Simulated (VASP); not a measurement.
# NbCd3 (Pm-3m) in VASP: notebook, part 2 of 2

VASP 6.6.1. Earlier steps stand in the parts before.

## 4. Single point, r2SCAN (20.66 Å³/atom)

This run uses another cell than the first one, of 20.66 Å³/atom.

Input file POSCAR:

```
NbCd3
1.0
    4.3559172361      0.0000000000      0.0000000000
    0.0000000000      4.3559172361      0.0000000000
    0.0000000000      0.0000000000      4.3559172361
Nb Cd
1 3
Direct
    0.0000000000      0.0000000000      0.0000000000
    0.0000000000      0.5000000000      0.5000000000
    0.5000000000      0.0000000000      0.5000000000
    0.5000000000      0.5000000000      0.0000000000
```

Input file INCAR.step1:

```
  ALGO = Normal
  EDIFF = 1E-4
  ENCUT = 520
  GGA = PE
  ISMEAR = 0
  LASPH = T
  LCHARG = F
  LREAL = F
  LWAVE = T
  NBANDS = 32
  NELM = 100
  PREC = Accurate
  SIGMA = 0.1
```

Input file INCAR.step2:

```
  ALGO = Normal
  EDIFF = 1E-7
  ENCUT = 520
  ISIF = 2
  ISMEAR = 0
  ISTART = 1
  LASPH = T
  LCHARG = T
  LELF = T
  LMIXTAU = T
  LREAL = F
  LVHAR = T
  LWAVE = F
  METAGGA = R2SCAN
  NBANDS = 32
  NELM = 100
  PREC = Accurate
  SIGMA = 0.1
```

Input file KPOINTS:

```
k-points
0
Gamma
  10 10 10
```

Potentials or basis: VASP PAW PBE potentials, release 64 (Nb_sv, Cd).

The run is started by

```
> cat potpaw_PBE.64/Nb_sv/POTCAR potpaw_PBE.64/Cd/POTCAR > POTCAR
> cp INCAR.step1 INCAR
> mpirun -np 1 vasp_std > vasp.out
> cp INCAR.step2 INCAR
> mpirun -np 1 vasp_std > vasp.out
```

OUTCAR:

```text
EDIFF = 1E-7
   ENCUT = 520
   ISIF = 2
   ISMEAR = 0
   ISTART = 1
   LASPH = T
   LREAL = F
   METAGGA = R2SCAN
   NELM = 100
   PREC = Accurate

 ion  position               nearest neighbor table
   1  0.000  0.000  0.000-   2 3.08   3 3.08   4 3.08   2 3.08   3 3.08   2 3.08   4 3.08   2 3.08
                             3 3.08   4 3.08   3 3.08   4 3.08
   2  0.000  0.500  0.500-   1 3.08   3 3.08   4 3.08   1 3.08   4 3.08   1 3.08   3 3.08   1 3.08
                             3 3.08   4 3.08   4 3.08   3 3.08
   3  0.500  0.000  0.500-   1 3.08   2 3.08   4 3.08   1 3.08   4 3.08   2 3.08   4 3.08   4 3.08
                             1 3.08   2 3.08   1 3.08   2 3.08
   4  0.500  0.500  0.000-   1 3.08   2 3.08   3 3.08   2 3.08   3 3.08   1 3.08   3 3.08   3 3.08
                             1 3.08   2 3.08   2 3.08   1 3.08

  LATTYP: Found a simple cubic cell.
 ALAT       =     4.3559172361

  Lattice vectors:

 A1 = (   4.3559172361,   0.0000000000,   0.0000000000)
 A2 = (   0.0000000000,   4.3559172361,   0.0000000000)
 A3 = (   0.0000000000,   0.0000000000,   4.3559172361)

Analysis of symmetry for initial positions (statically):
=====================================================================
 Subroutine PRICEL returns:
[... 178 lines left out ...]
 cond. band min:       4.3361843097   @ k =   0.3000   0.3000   0.1000
 fundamental gap:      0.0410973842
 Fermi energy:         4.3168873454

 k-point     1 :       0.0000    0.0000    0.0000
  band No.  band energies     occupation
      1     -52.5676      2.00000
      2     -27.8968      2.00000
      3     -27.8968      2.00000
      4     -27.8968      2.00000
      5      -5.3481      2.00000
      6      -5.2034      2.00000
[... 829 lines left out ...]
     31      10.7023      0.00000
     32      11.1771      0.00000

 [... further k-points ...]

------------------------ aborting loop because EDIFF is reached ----------------------------------------

  FORCE on cell =-STRESS in cart. coord.  units (eV):
  Direction    XX          YY          ZZ          XY          YZ          ZX
  --------------------------------------------------------------------------------------
  -------------------------------------------------------------------------------------
  Total       -2.5272794     -2.5272794     -2.5272794     -0.0000000      0.0000000     -0.0000000
  in kB      -48.9919782    -48.9919782    -48.9919782     -0.0000000      0.0000000     -0.0000000
  external PRESSURE =     -48.9919782 kB  Pullay stress =       0.0000000 kB

 VOLUME and BASIS-vectors are now :
 -----------------------------------------------------------------------------
  energy-cutoff  :      520.00
  volume of cell :       82.65
      direct lattice vectors                 reciprocal lattice vectors
     4.355917236  0.000000000  0.000000000     0.229572773  0.000000000  0.000000000
     0.000000000  4.355917236  0.000000000     0.000000000  0.229572773  0.000000000
     0.000000000  0.000000000  4.355917236     0.000000000  0.000000000  0.229572773

 POSITION                                       TOTAL-FORCE (eV/Angst)
 -----------------------------------------------------------------------------------
      0.00000      0.00000      0.00000         0.000000      0.000000      0.000000
      0.00000      2.17796      2.17796         0.000000      0.000000      0.000000
      2.17796      0.00000      2.17796         0.000000      0.000000      0.000000
      2.17796      2.17796      0.00000         0.000000      0.000000      0.000000
 -----------------------------------------------------------------------------------
    total drift:                                0.000000     -0.000000     -0.000000

  FREE ENERGIE OF THE ION-ELECTRON SYSTEM (eV)
  ---------------------------------------------------
  free  energy   TOTEN  =       -84.6221296388 eV

  energy  without entropy=      -84.6139231985  energy(sigma->0) =      -84.61802642
```

OUTCAR.step1:

```text
EDIFF = 1E-4
   ENCUT = 520
   GGA = PE
   ISMEAR = 0
[... 1072 lines left out ...]
      0.00000      0.00000      0.00000         0.000000      0.000000      0.000000
      0.00000      2.17796      2.17796         0.000000      0.000000      0.000000
      2.17796      0.00000      2.17796         0.000000      0.000000      0.000000
      2.17796      2.17796      0.00000         0.000000      0.000000      0.000000
 -----------------------------------------------------------------------------------
    total drift:                                0.000000     -0.000000     -0.000000

  FREE ENERGIE OF THE ION-ELECTRON SYSTEM (eV)
  ---------------------------------------------------
  free  energy   TOTEN  =       -11.8643452398 eV

  energy  without entropy=      -11.8567786270  energy(sigma->0) =      -11.86056193
```

OSZICAR.step1:

```text
N       E                     dE             d eps       ncg     rms          rms(c)
DAV:   1     0.451633381792E+03    0.45163E+03   -0.25976E+04  3584   0.155E+03
DAV:   2     0.576635637995E+01   -0.44587E+03   -0.43232E+03  3968   0.476E+02
DAV:   3    -0.119465539790E+02   -0.17713E+02   -0.17191E+02  5296   0.927E+01
DAV:   4    -0.125650080244E+02   -0.61845E+00   -0.61543E+00  4904   0.142E+01
DAV:   5    -0.125788566711E+02   -0.13849E-01   -0.13844E-01  5144   0.178E+00    0.806E+00
DAV:   6    -0.119670165641E+02    0.61184E+00   -0.18584E+00  4648   0.107E+01    0.489E+00
DAV:   7    -0.118905013285E+02    0.76515E-01   -0.25411E-01  4768   0.353E+00    0.376E+00
DAV:   8    -0.118651692957E+02    0.25332E-01   -0.87124E-02  4560   0.196E+00    0.113E+00
DAV:   9    -0.118642114261E+02    0.95787E-03   -0.75932E-03  4528   0.693E-01    0.201E-01
DAV:  10    -0.118643740666E+02   -0.16264E-03   -0.11183E-03  4072   0.238E-01    0.509E-02
DAV:  11    -0.118643452398E+02    0.28827E-04   -0.64419E-05  2312   0.717E-02
   1 F= -.11864345E+02 E0= -.11860562E+02  d E =-.756661E-02
```

Wall time 4.5 min (1 thread of Intel Xeon Platinum 8259CL at 2.50GHz (Skylake/Cascade Lake), shared host); peak memory 0.27 GiB.

Results:

```
Free energy            : -84.6221 eV
Pressure               : -4.9 GPa
Band gap on the k mesh : zero (an odd number of electrons rules out a gap without spin polarisation)
```

Caveat: the cell stands under tension; the PAW data sets were made with another functional, which shifts forces and pressure a little.

## 5. Summary

| cell | gap on the mesh (eV) | pressure (GPa) |
| --- | --- | --- |
| a = 4.229 Å, 4 atoms | none | 4.0 |
| a = 4.314 Å, 4 atoms | none | -2.4 |
| a = 4.356 Å, 4 atoms | none | -4.9 |

Alike in all rows: task single point; level r2SCAN; potentials or basis VASP PAW PBE potentials, release 64 (Nb_sv, Cd); no spin polarisation; k mesh 10 × 10 × 10; cutoff (eV) 520; smearing gaussian 0.1 eV.

Caveats: the PAW data sets were made with another functional, which shifts forces and pressure a little; the cell stands under pressure (at least some runs); the cell stands under tension (at least some runs).

Total energies depend on the potentials used, so only differences within one code and one set of settings carry meaning.

The gap in the log of VASP goes by the Fermi energy; the results here count the filled bands.